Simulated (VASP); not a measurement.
# HfO2 (Fm-3m) in VASP: a series of runs

Aim: see how the results for HfO2 move with the level of theory and the settings. Levels: PBE, PBEsol, LDA. Tasks: single point, relaxation of cell and atoms.

Program: VASP 6.6.1. These are calculated values, not measurements. Logs are shortened: lines on timing, memory, paths and dates and some standing lists are left out, and cuts for length are marked.

## (1) The cell of the first run

Symmetry: Fm-3m, No. 225, cubic system. Conventional cell: a = 5.098 Å, b = 5.098 Å, c = 5.098 Å, α = 90.00°, β = 90.00°, γ = 90.00°. Hf (site symmetry m-3m) has 8 O at 2.21 Å within 2.9 Å. O (site symmetry -43m) has 4 Hf at 2.21 Å and 6 O at 2.55 Å within 2.9 Å.

## (2) Single point, PBE

File INCAR:

```
SYSTEM = HfO2
  ALGO = Normal
  EDIFF = 1E-6
  ENCUT = 600
  GGA = PE
  GGA_COMPAT = .FALSE.
  ISIF = 2
  ISMEAR = -1
  LASPH = .TRUE.
  LCHARG = .TRUE.
  LELF = .TRUE.
  LREAL = .FALSE.
  LVHAR = .TRUE.
  LWAVE = .FALSE.
  NBANDS = 18
  NELM = 120
  PREC = Accurate
  SIGMA = 0.02
```

File KPOINTS:

```
k-points
0
G
  10 10 10
  0 0 0
```

File POSCAR:

```
HfO2
1.0
    0.0000000000      2.5490725152      2.5490725152
    2.5490725152      0.0000000000      2.5490725152
    2.5490725152      2.5490725152      0.0000000000
Hf O
1 2
Direct
    0.0000000000      0.0000000000      0.0000000000
    0.2500000000      0.2500000000      0.2500000000
    0.7500000000      0.7500000000      0.7500000000
```

Potentials or basis: VASP PAW PBE potentials, release 64 (Hf_pv, O).

The run is started by

```sh
$ cat potpaw_PBE.64/Hf_pv/POTCAR potpaw_PBE.64/O/POTCAR > POTCAR
$ mpirun -np 1 vasp_std > vasp.out
```

OUTCAR:

```text
SYSTEM = HfO2
   EDIFF = 1E-6
   ENCUT = 600
   GGA = PE
   ISIF = 2
   ISMEAR = -1
   LASPH = .TRUE.
   LREAL = .FALSE.
   NELM = 120
   PREC = Accurate

 ion  position               nearest neighbor table
   1  0.000  0.000  0.000-   3 2.21   3 2.21   3 2.21   2 2.21   3 2.21   2 2.21   2 2.21   2 2.21

   2  0.250  0.250  0.250-   1 2.21   1 2.21   1 2.21   1 2.21
   3  0.750  0.750  0.750-   1 2.21   1 2.21   1 2.21   1 2.21

  LATTYP: Found a face centered cubic cell.
 ALAT       =     5.0981450304

  Lattice vectors:

 A1 = (   0.0000000000,   2.5490725152,   2.5490725152)
 A2 = (   2.5490725152,   0.0000000000,   2.5490725152)
 A3 = (   2.5490725152,   2.5490725152,   0.0000000000)

Analysis of symmetry for initial positions (statically):
=====================================================================
 Subroutine PRICEL returns:
 Original cell was already a primitive cell.

 Routine SETGRP: Setting up the symmetry group for a
 face centered cubic supercell.

 Subroutine GETGRP returns: Found 48 space group operations
 (whereof 48 operations were pure point group operations)
 out of a pool of 48 trial point group operations.

The static configuration has the point symmetry O_h .

Analysis of symmetry for dynamics (positions and initial velocities):
=====================================================================
 Subroutine PRICEL returns:
 Original cell was already a primitive cell.

 Routine SETGRP: Setting up the symmetry group for a
 face centered cubic supercell.

 Subroutine GETGRP returns: Found 48 space group operations
 (whereof 48 operations were pure point group operations)
 out of a pool of 48 trial point group operations.

The dynamic configuration has the point symmetry O_h .

 Subroutine INISYM returns: Found 48 space group operations
 (whereof 48 operations are pure point group operations),
 and found     1 'primitive' translations

----------------------------------------------------------------------------------------

                                     Primitive cell

  volume of cell :      33.1266

  direct lattice vectors                    reciprocal lattice vectors
     0.000000000  2.549072515  2.549072515    -0.196149775  0.196149775  0.196149775
     2.549072515  0.000000000  2.549072515     0.196149775 -0.196149775  0.196149775
     2.549072515  2.549072515  0.000000000     0.196149775  0.196149775 -0.196149775

  length of vectors
     3.604932922  3.604932922  3.604932922     0.339741376  0.339741376  0.339741376

  position of ions in fractional coordinates (direct lattice)
     0.000000000  0.000000000  0.000000000
     0.250000000  0.250000000  0.250000000
     0.750000000  0.750000000  0.750000000

  ion indices of the primitive-cell ions
   primitive index   ion index
                 1           1
                 2           2
                 3           3

----------------------------------------------------------------------------------------

 KPOINTS: k-points

Automatic generation of k-mesh.
 Grid dimensions read from file:
 generate k-points for:   10   10   10

 Generating k-lattice:

  Cartesian coordinates                     Fractional coordinates (reciprocal lattice)
    -0.019614977  0.019614977  0.019614977     0.100000000  0.000000000  0.000000000
     0.019614977 -0.019614977  0.019614977     0.000000000  0.100000000  0.000000000
     0.019614977  0.019614977 -0.019614977     0.000000000  0.000000000  0.100000000

  Length of vectors
     0.033974138  0.033974138  0.033974138

  Shift w.r.t. Gamma in fractional coordinates (k-lattice)
     0.000000000  0.000000000  0.000000000

 Subroutine IBZKPT returns following result:
 ===========================================

 Found     47 irreducible k-points:

 Following reciprocal coordinates:
            Coordinates               Weight
  0.000000  0.000000  0.000000      1.000000
  0.100000  0.000000  0.000000      8.000000
  0.200000  0.000000  0.000000      8.000000
  0.300000  0.000000  0.000000      8.000000
  0.400000  0.000000  0.000000      8.000000
  0.500000  0.000000  0.000000      4.000000
[... 16 lines left out ...]
  0.300000  0.300000  0.000000      6.000000
  0.400000  0.300000  0.000000     24.000000
 [... further k-points ...]
   k-points           NKPTS =     47   k-points in BZ     NKDIM =     47   number of bands    NBANDS=     18
   number of dos      NEDOS =    301   number of ions     NIONS =      3
   total plane-waves  NPLWV =  27000
   dimension x,y,z NGX =    30 NGY =   30 NGZ =   30
   dimension x,y,z NGXF=    60 NGYF=   60 NGZF=   60
   ions per type =               1   2
   NGX,Y,Z   is equivalent  to a cutoff of  13.83, 13.83, 13.83 a.u.
   NGXF,Y,Z  is equivalent  to a cutoff of  27.67, 27.67, 27.67 a.u.
 SYSTEM =  HfO2
   PREC   = accura    normal or accurate (medium, high low for compatibility)
   ISTART =      0    job   : 0-new  1-cont  2-samecut
   ICHARG =      2    charge: 1-file 2-atom 10-const
   ISPIN  =      1    spin polarized calculation?
   LNONCOLLINEAR =      F non collinear calculations
   LSORBIT =      F    spin-orbit coupling
   LASPH  =      T    aspherical Exc in radial PAW
   ENCUT  =  600.0 eV  44.10 Ry    6.64 a.u.   7.20  7.20  7.20*2*pi/ulx,y,z
   NELM   =    120;   NELMIN=  2; NELMDL= -5     # of ELM steps
   EDIFF  = 0.1E-05   stopping-criterion for ELM
   LREAL  =      F    real-space projection
   EDIFFG = 0.1E-04   stopping-criterion for IOM
   NSW    =      0    number of steps for IOM
   IBRION =     -1    ionic relax: 0-MD 1-quasi-New 2-CG
   NFREE  =      0    steps in history (QN), initial steepest desc. (CG)
   ISIF   =      2    stress and relaxation
   ISYM   =      2    0-nonsym 1-usesym 2-fastsym
   POTIM  = 0.5000    time-step for ionic-motion
   TEBEG  =    0.0;   TEEND  =   0.0 temperature during run
   PSTRESS=    0.0 pullay stress
   NELECT =      22.0000    total number of electrons
   NUPDOWN=      -1.0000    fix difference up-down
   EMIN   =  10.00;   EMAX   =-10.00  energy-range for DOS
   EFERMI =   0.00;   METHOD = LEGACY
   ISMEAR =    -1;   SIGMA  =   0.02  broadening in eV -4-tet -1-fermi 0-gaus
   EFERMI_NEDOS =   21; number of points for ismear=-14 and -15
   IALGO  =     38    algorithm
   IMIX   =      4    mixing-type and parameters
     AMIX     =   0.40;   BMIX     =  1.00
     AMIX_MAG =   1.60;   BMIX_MAG =  1.00
  volume/ion in A,a.u.               =      11.04        74.52
  Fermi-wavevector in a.u.,A,eV,Ry     =   1.428313  2.699121 27.756965  2.040079
  Thomas-Fermi vector in A             =   2.548389
   LORBIT       =      0    0 simple, 1 ext, 2 COOP (PROOUT), +10 PAW based schemes
   GGA     = PE    functional components
   LHFCALC =     F    Hartree Fock is set to
   AEXX    =    0.0000 exact exchange contribution
   IVDW    =     0    specifies the selected vdW correction
   LEPSILON=     F    determine dielectric tensor
   LRPA    =     F    only Hartree local field effects (RPA)
 non-spin polarized calculation
  energy-cutoff  :      600.00
  volume of cell :       33.13
 maximum number of plane-waves:      1117
 NGX is ok and might be reduce to    30
   NGX = 15   NGY = 15   NGZ = 15

 number of electron      21.9999994 magnetization

 Free energy of the ion-electron system (eV)
  ---------------------------------------------------
  ext. energy  EPLUGINS =         0.00000000
  ---------------------------------------------------
  free energy    TOTEN  =       -30.24838013 eV

  energy without entropy =      -30.24838013  energy(sigma->0) =      -30.24838013

 E-fermi :   4.5703     XC(G=0): -11.7497

 val. band max:        4.1357387878   @ k =   0.5000   0.5000   0.0000
 cond. band min:       7.8936176027   @ k =   0.5000   0.5000   0.0000
 fundamental gap:      3.7578788149
 Fermi energy:         4.5702938238

 k-point     1 :       0.0000    0.0000    0.0000
  band No.  band energies     occupation
      1     -25.6275      2.00000
      2     -25.6275      2.00000
      3     -25.6275      2.00000
      4     -14.4923      2.00000
      5     -11.5432      2.00000
      6      -1.1051      2.00000
[... 10 lines left out ...]
     17      14.3494      0.00000
     18      17.5298      0.00000

 k-point     2 :       0.1000    0.0000    0.0000
  band No.  band energies     occupation
      1     -25.6681      2.00000
      2     -25.6319      2.00000
      3     -25.6319      2.00000
      4     -14.3623      2.00000
      5     -11.6507      2.00000
      6      -1.0094      2.00000
[... 10 lines left out ...]
     17      14.1784      0.00000
     18      17.5148      0.00000

 k-point     3 :       0.2000    0.0000    0.0000
  band No.  band energies     occupation
      1     -25.7718      2.00000
      2     -25.6435      2.00000
      3     -25.6435      2.00000
      4     -14.0231      2.00000
      5     -11.9042      2.00000
      6      -0.7536      2.00000
[... 10 lines left out ...]
     17      13.8098      0.00000
     18      17.0481      0.00000

 k-point     4 :       0.3000    0.0000    0.0000
  band No.  band energies     occupation
      1     -25.8949      2.00000
      2     -25.6578      2.00000
      3     -25.6578      2.00000
      4     -13.6216      2.00000
      5     -12.1498      2.00000
      6      -0.4314      2.00000
[... 375 lines left out ...]
      4     -13.4339      2.00000
      5     -12.2645      2.00000
      6      -0.7126      2.00000
[... 10 lines left out ...]
     17      14.1082      0.00000
     18      16.9656      0.00000

 k-point    23 :       0.3000    0.3000    0.0000
  band No.  band energies     occupation
      1     -25.9127      2.00000
      2     -25.7024      2.00000
      3     -25.7024      2.00000
      4     -13.2130      2.00000
      5     -12.4085      2.00000
      6      -0.6394      2.00000
[... 10 lines left out ...]
     17      13.0273      0.00000
     18      17.4554      0.00000

 k-point    24 :       0.4000    0.3000    0.0000
  band No.  band energies     occupation
      1     -25.9657      2.00000
      2     -25.7308      2.00000
      3     -25.7155      2.00000
      4     -12.9029      2.00000
      5     -12.5571      2.00000
      6      -1.2136      2.00000
[... 10 lines left out ...]
     17      14.3009      0.00000
     18      17.4784      0.00000

 [... further k-points ...]
[... 5 lines left out ...]
  --------------------------------------------------------------------------------------
  -------------------------------------------------------------------------------------
  Total       -0.8145448     -0.8145448     -0.8145448     -0.0000000     -0.0000000      0.0000000
  in kB      -39.3957162    -39.3957162    -39.3957162     -0.0000000     -0.0000000      0.0000000
  external PRESSURE =     -39.3957162 kB  Pullay stress =       0.0000000 kB

 VOLUME and BASIS-vectors are now :
 -----------------------------------------------------------------------------
  energy-cutoff  :      600.00
  volume of cell :       33.13
      direct lattice vectors                 reciprocal lattice vectors
     0.000000000  2.549072515  2.549072515    -0.196149775  0.196149775  0.196149775
     2.549072515  0.000000000  2.549072515     0.196149775 -0.196149775  0.196149775
     2.549072515  2.549072515  0.000000000     0.196149775  0.196149775 -0.196149775

 POSITION                                       TOTAL-FORCE (eV/Angst)
 -----------------------------------------------------------------------------------
      0.00000      0.00000      0.00000        -0.000000     -0.000000     -0.000000
      1.27454      1.27454      1.27454        -0.000000     -0.000000     -0.000000
      3.82361      3.82361      3.82361         0.000000      0.000000      0.000000
 -----------------------------------------------------------------------------------
    total drift:                                0.000000     -0.000000      0.000000

  FREE ENERGIE OF THE ION-ELECTRON SYSTEM (eV)
  ---------------------------------------------------
  free  energy   TOTEN  =       -30.2483801270 eV

  energy  without entropy=      -30.2483801270  energy(sigma->0) =      -30.24838013
```

Run time: 74 s. Hardware: 1 thread of Intel Xeon 8259CL, shared host; peak memory 0.19 GiB.

Results:

```
Free energy            : -30.2484 eV
Pressure               : -3.9 GPa
Band gap on the k mesh : 3.76 eV
```

Levels at points of the mesh, in eV from the valence-band top:
```tsv
k point	band 8	band 9	band 10	band 11	band 12	band 13	band 14	band 15
(0.00, 0.00, 0.00)	-5.24	-0.60	-0.60	-0.60	3.84	3.84	5.71	10.21
(0.50, 0.00, 0.00)	-3.02	-2.69	-1.81	-1.81	4.55	4.55	6.83	9.01
(0.50, 0.50, 0.00)	-3.42	-1.50	-1.50	0.00	3.76	5.42	6.48	8.01
```

Caveat: the cell stands under tension; spin-orbit coupling is left out, which moves the levels of the heavy elements.

(Continued in part 2 of 3.)
